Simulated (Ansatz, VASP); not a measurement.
# SiB6 in VASP and in Ansatz

Contents of INCAR:

```
SYSTEM = SiB6
ALGO     = Normal         ! electronic algorithm
EDIFF    = 1E-6           ! SCF threshold, eV
EDIFFG   = -0.01          ! ionic threshold
ENCUT    = 600            ! plane-wave cutoff, eV
GGA      = PE             ! functional
IBRION   = 2              ! ionic algorithm
ISIF     = 3              ! what is computed and relaxed
ISMEAR   = 0              ! smearing method
LASPH    = .True.         ! aspherical terms in the spheres
LCHARG   = .False.        ! write CHGCAR
LREAL    = .False.        ! projectors in reciprocal space
LWAVE    = .False.        ! write WAVECAR
NELM     = 100            ! most SCF steps
NSW      = 100            ! ionic steps
PREC     = Accurate       ! precision mode
SIGMA    = 0.1            ! smearing width, eV
```

Contents of KPOINTS:

```
k-points
0
Gamma
  12 12 12
  0 0 0
```

POSCAR

```
SiB6
1.0
    2.2990309771      1.3273461535      3.6938605172
   -2.2990309771      1.3273461535      3.6938605172
    0.0000000000     -2.6546923070      3.6938605172
Si B
1 6
Direct
    0.6788263170      0.6788263170      0.6788263170
    0.8564640066      0.8564640066      0.8564640066
    0.1150383635      0.7493569390      0.1150383635
    0.1150383635      0.1150383635      0.7493569390
    0.7493569390      0.1150383635      0.1150383635
    0.4994221267      0.4994221267      0.4994221267
    0.3512168138      0.3512168138      0.3512168138
```

Input for Ansatz:

```yaml
crystal:
  lattice:
    - [2.2990309771, 1.3273461535, 3.6938605172]
    - [-2.2990309771, 1.3273461535, 3.6938605172]
    - [0.0, -2.654692307, 3.6938605172]
  atoms:
    - { symbol: Si, position: [0.678826317, 0.678826317, 0.678826317] }
    - { symbol: B, position: [0.8564640066, 0.8564640066, 0.8564640066] }
    - { symbol: B, position: [0.1150383635, 0.749356939, 0.1150383635] }
    - { symbol: B, position: [0.1150383635, 0.1150383635, 0.749356939] }
    - { symbol: B, position: [0.749356939, 0.1150383635, 0.1150383635] }
    - { symbol: B, position: [0.4994221267, 0.4994221267, 0.4994221267] }
    - { symbol: B, position: [0.3512168138, 0.3512168138, 0.3512168138] }
basis:
  ecutwfc: 420
kpoints:
  mp_grid: { grid: [12, 12, 12] }
hamiltonian:
  xc: pbe
scf:
  occupations: { method: gaussian, width: 0.1 }
output:
  forces: true
  stress: true
  eigenvalues: true
  write_density: true
  write_potential: true
  elf: true
  volumetric_format: npy
relax:
  adjacent_minimum: "off"
  f_tol: 0.01
  max_steps: 80
  cell: { stress_tol: 0.05 }
```

Alike in both runs: task relaxation of cell and atoms; functional PBE; k mesh 12 × 12 × 12; occupations gaussian, width 0.1 eV; no spin polarisation.

```csv
,VASP,Ansatz
version,VASP 6.6.1,Ansatz 0.2.0
potentials or method,"VASP PAW PBE potentials, release 64 (Si, B), cutoff 600 eV","scalar-relativistic, plane waves, PAW"
valence electrons in the cell,22,22
```

|  | VASP | Ansatz | Ansatz less VASP |
| --- | --- | --- | --- |
| gap on the k mesh at the Fermi level, each at its own relaxed structure (eV) | none | none | - |
| relaxed volume (Å³/atom) | 9.66 | 9.66 | +0.002 |
| relaxed cell length with the largest relative difference (Å) | 4.547 | 4.547 | -0.0001 |

A gap of «none» marks a metal or a gap that the smearing closes.
